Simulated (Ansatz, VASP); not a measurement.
# One calculation of SnO, two programs

INCAR

```
ALGO = Normal
EDIFF = 1E-6
ENCUT = 520
GGA = PS
ISIF = 2
ISMEAR = 0
IVDW = 12
LASPH = True
LCHARG = False
LREAL = False
LWAVE = False
NBANDS = 28
NELM = 100
PREC = Accurate
SIGMA = 0.15
```

Contents of KPOINTS:

```
k-points
0
Gamma
  12 12 10
```

POSCAR

```
SnO
1.0
    3.7069500000      0.0000000000      0.0000000000
    0.0000000000      3.7069500000      0.0000000000
    0.0000000000      0.0000000000      4.9569000000
Sn O
2 2
Direct
    0.0000000000      0.5000000000      0.2385000000
    0.5000000000      0.0000000000      0.7615000000
    0.0000000000      0.0000000000      0.0000000000
    0.5000000000      0.5000000000      0.0000000000
```

Input for Ansatz:

```yaml
crystal:
  lattice:
    - [3.70695, 0.0, 0.0]
    - [0.0, 3.70695, 0.0]
    - [0.0, 0.0, 4.9569]
  atoms:
    - { symbol: Sn, position: [0.0, 0.5, 0.2385] }
    - { symbol: Sn, position: [0.5, 0.0, 0.7615] }
    - { symbol: O, position: [0.0, 0.0, 0.0] }
    - { symbol: O, position: [0.5, 0.5, 0.0] }
basis:
  ecutwfc: 420
kpoints:
  mp_grid: { grid: [12, 12, 10] }
hamiltonian:
  xc: pbesol
  dispersion: d3bj
scf:
  occupations: { method: gaussian, width: 0.15 }
output:
  forces: true
  stress: true
  eigenvalues: true
```

Change from the starting cell: strain -0.025 along x and y, +0.025 along z, atoms carried along.

Alike in both runs: task single point; functional PBEsol; dispersion D3(BJ); k mesh 12 × 12 × 10; occupations gaussian, width 0.15 eV; no spin polarisation.

```csv
,VASP,Ansatz
version,VASP 6.6.1,Ansatz 0.2.0
potentials or method,"VASP PAW PBE potentials, release 64 (Sn_d, O), cutoff 520 eV","scalar-relativistic, plane waves, PAW"
valence electrons in the cell,40,40
```

VASP gave:

```
gap on the k mesh at the Fermi level (eV)                     : none
pressure (GPa)                                                : 1.5
traceless stress, the component that is largest in VASP (GPa) : -3.37
rms of the force components (eV/Å)                            : 0.113
```

Problem. Which values does Ansatz return?

Solution. gap on the k mesh at the Fermi level (eV): none; pressure (GPa): 1.2; traceless stress, the component that is largest in VASP (GPa): -3.41; rms of the force components (eV/Å): 0.075.

VASP's potentials were made for PBE, not for PBEsol. Atom by atom the forces differ by 0.038 eV/Å (rms over components). A gap of «none» marks a metal or a gap that the smearing closes.
